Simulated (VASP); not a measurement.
A run of VASP 6.6.1 is set up as follows.

INCAR

```
SYSTEM = In
PREC = Accurate ; ENCUT = 500
EDIFF = 1E-6 ; ISMEAR = 0
SIGMA = 0.1 ; LREAL = .False.
LASPH = .True. ; NELM = 120
ALGO = Normal ; ISIF = 2
LWAVE = .False. ; LCHARG = .True.
GGA = PS ; LELF = .True.
LVHAR = .True. ; NBANDS = 12
GGA_COMPAT = .False.
```

Contents of KPOINTS:

```
Automatic mesh
0
Gamma
  15 15 15
  0 0 0
```

File POSCAR:

```
In
1.0
   -1.6798618035      1.6798618035      1.6798618035
    1.6798618035     -1.6798618035      1.6798618035
    1.6798618035      1.6798618035     -1.6798618035
In
1
Direct
    0.0000000000      0.0000000000      0.0000000000
```

Potentials or basis: VASP PAW PBE potentials, release 64 (In_d).

Run with:

```console
$ cat potpaw_PBE.64/In_d/POTCAR > POTCAR
$ mpirun -np 1 vasp_std > vasp.out
```

Task: Estimate the pressure.

Result: 30.0 GPa.

Task: Predict the band gap on the k mesh.

Result: Zero (an odd number of electrons rules out a gap without spin polarisation).

Caveat: the cell stands under pressure; the PAW data sets were made with another functional, which shifts forces and pressure a little; spin-orbit coupling is left out, which moves the levels of the heavy elements.
